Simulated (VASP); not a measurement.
Input of a VASP 6.6.1 run:

Contents of INCAR:

```
ALGO = Normal ; EDIFF = 1E-8
ENCUT = 520 ; GGA = PS
ISIF = 2 ; ISMEAR = -1
LASPH = T ; LCHARG = F
LEFG = T ; LREAL = F
LWAVE = F ; NBANDS = 22
NELM = 100 ; PREC = Accurate
SIGMA = 0.03
```

KPOINTS

```
k-points
0
Gamma
  9 9 3
```

POSCAR

```
Bi
1.0
    4.5390002997     -0.0453900030     -0.0453900030
   -2.3088090456      3.9535845689     -0.0166138942
   -0.1182900000     -0.1182900000     11.8290000000
Bi
2
Direct
    0.3333333333      0.6666666667      0.2500000000
    0.6666666667      0.3333333333      0.7500000000
```

Potentials or basis: VASP PAW PBE potentials, release 64 (Bi_d).

The run is started by

```sh
$ cat potpaw_PBE.64/Bi_d/POTCAR > POTCAR
$ mpirun -np 1 vasp_std > vasp.out
```

Q: What does it give for the band gap on the k mesh?

A: Zero (bands 15 and 16 overlap by 2.09 eV).

Q: What does it give for the pressure?

A: -3.6 GPa.

Stress tensor (GPa, compression positive):
```
-5.14 -0.08  0.04
-0.08 -5.15  0.04
 0.04  0.04 -0.41
```

Caveat: the cell differs from its parent crystal (equal xy, yz and zx shear strains of -2 %); the cell stands under tension; without QUAD_EFG the Cq values of the log hold for a quadrupole moment of 1 mb, not for the nuclei; the PAW data sets were made with another functional, which shifts forces and pressure a little; spin-orbit coupling is left out, which moves the levels of the heavy elements.
